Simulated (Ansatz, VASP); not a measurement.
One calculation of Sn, two programs

Contents of POSCAR:

```
Sn
1.0
    0.0000000000      3.2292984931      3.2292984931
    3.2292984931      0.0000000000      3.2292984931
    3.2292984931      3.2292984931      0.0000000000
Sn
2
Direct
    0.5000000000      0.5000000000      0.5000000000
    0.7500000000      0.7500000000      0.7500000000
```

Contents of INCAR.step1:

```
SYSTEM = Sn
ALGO = Normal
EDIFF = 1E-4
ENCUT = 520
GGA = PE
ISMEAR = -1
LASPH = .True.
LCHARG = .False.
LREAL = .False.
LWAVE = .True.
NBANDS = 21
NELM = 100
PREC = Accurate
SIGMA = 0.08
```

Contents of INCAR.step2:

```
SYSTEM = Sn
ALGO = Normal
EDIFF = 1E-8
ENCUT = 520
ISIF = 2
ISMEAR = -1
ISTART = 1
LASPH = .True.
LCHARG = .False.
LEFG = .True.
LMIXTAU = .True.
LREAL = .False.
LWAVE = .False.
METAGGA = R2SCAN
NBANDS = 21
NELM = 100
PREC = Accurate
SIGMA = 0.08
```

File KPOINTS:

```
k-points
0
Gamma
  9 9 9
  0 0 0
```

Input for Ansatz:

```yaml
crystal:
  lattice:
    - [0.0, 3.2292984931, 3.2292984931]
    - [3.2292984931, 0.0, 3.2292984931]
    - [3.2292984931, 3.2292984931, 0.0]
  atoms:
    - { symbol: Sn, position: [0.5, 0.5, 0.5] }
    - { symbol: Sn, position: [0.75, 0.75, 0.75] }
kpoints:
  mp_grid: { grid: [9, 9, 9] }
scf:
  occupations: { method: fermi_dirac, width: 0.08 }
hamiltonian:
  xc: r2scan
  pseudopotentials: { kind: paw }
output:
  forces: true
  stress: true
  eigenvalues: true
  efg: { contact_densities: true }
  write_density: true
  write_potential: true
  elf: true
  volumetric_format: npy
```

Change from the starting cell: volume scaled by 0.95, PAW files.

Alike in both runs: task electric field gradients; functional r2SCAN; k mesh 9 × 9 × 9; occupations fermi-dirac, width 0.08 eV; no spin polarisation.

|  | VASP | Ansatz |
| --- | --- | --- |
| version | VASP 6.6.1 | Ansatz 0.2.0 |
| potentials or method | VASP PAW PBE potentials, release 64 (Sn_d) | PAW with Ansatz's default frozen-core files, scalar-relativistic |
| plane-wave cutoff (eV) | 520 | 500 |
| valence electrons in the cell | 28 | 28 |

```tsv
	VASP	Ansatz	Ansatz less VASP
pressure (GPa)	2.4	2.4	+0.02
```

VASP's potentials were made for PBE, not for r2SCAN. The functional is the same, so the differences come from potentials, cutoffs and numerics.
